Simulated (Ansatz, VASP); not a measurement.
## One calculation of Mg3SnO, two programs

File POSCAR:

```
Mg3SnO
1.0
    4.3012363624      0.0000000000      0.0000000000
    0.0000000000      4.3012363624      0.0000000000
    0.0000000000      0.0000000000      4.3012363624
Sn O Mg
1 1 3
Direct
    0.0000000000      0.0000000000      0.0000000000
    0.5000000000      0.5000000000      0.5000000000
    0.5000000000      0.5000000000      0.0000000000
    0.5000000000      0.0000000000      0.5000000000
    0.0000000000      0.5000000000      0.5000000000
```

File INCAR.step1:

```
SYSTEM = Mg3SnO
  PREC = Accurate
  ENCUT = 520
  ISMEAR = -1
  SIGMA = 0.02
  LREAL = .FALSE.
  LASPH = .TRUE.
  NELM = 60
  NBANDS = 21
  GGA = PE
  ALGO = Normal
  EDIFF = 1E-4
  LWAVE = .TRUE.
  LCHARG = .FALSE.
```

File INCAR.step2:

```
SYSTEM = Mg3SnO
  PREC = Accurate
  ENCUT = 520
  EDIFF = 1E-6
  ISMEAR = -1
  SIGMA = 0.02
  LREAL = .FALSE.
  LASPH = .TRUE.
  NELM = 60
  ALGO = Normal
  ISIF = 2
  LWAVE = .FALSE.
  LCHARG = .TRUE.
  METAGGA = R2SCAN
  LMIXTAU = .TRUE.
  LELF = .TRUE.
  LVHAR = .TRUE.
  NBANDS = 21
  ISTART = 1
```

KPOINTS

```
Automatic mesh
0
G
  6 6 6
  0 0 0
```

Input for Ansatz:

```yaml
crystal:
  lattice:
    - [4.3012363624, 0.0, 0.0]
    - [0.0, 4.3012363624, 0.0]
    - [0.0, 0.0, 4.3012363624]
  atoms:
    - { symbol: Sn, position: [0.0, 0.0, 0.0] }
    - { symbol: O, position: [0.5, 0.5, 0.5] }
    - { symbol: Mg, position: [0.5, 0.5, 0.0] }
    - { symbol: Mg, position: [0.5, 0.0, 0.5] }
    - { symbol: Mg, position: [0.0, 0.5, 0.5] }
kpoints:
  mp_grid: { grid: [6, 6, 6] }
hamiltonian:
  xc: r2scan
scf:
  occupations: { method: fermi_dirac, width: 0.02 }
  n_extra_bands: 5
output:
  forces: true
  stress: true
  eigenvalues: true
```

Alike in both runs: task single point; functional r2SCAN; k mesh 6 × 6 × 6; occupations fermi-dirac, width 0.02 eV; no spin polarisation.

```csv
,VASP,Ansatz
version,VASP 6.6.1,Ansatz 0.2.0
potentials or method,"VASP PAW PBE potentials, release 64 (Sn_d, O, Mg)","plane waves, PAW"
plane-wave cutoff (eV),520,500
valence electrons in the cell,26,50
```

```tsv
	VASP	Ansatz	Ansatz less VASP
pressure (GPa)	1.9	2.5	+0.54
```

VASP's potentials were made for PBE, not for r2SCAN. VASP's potentials hold 26 valence electrons a cell and Ansatz's 50, so a difference there can come from the potentials and not from the codes.
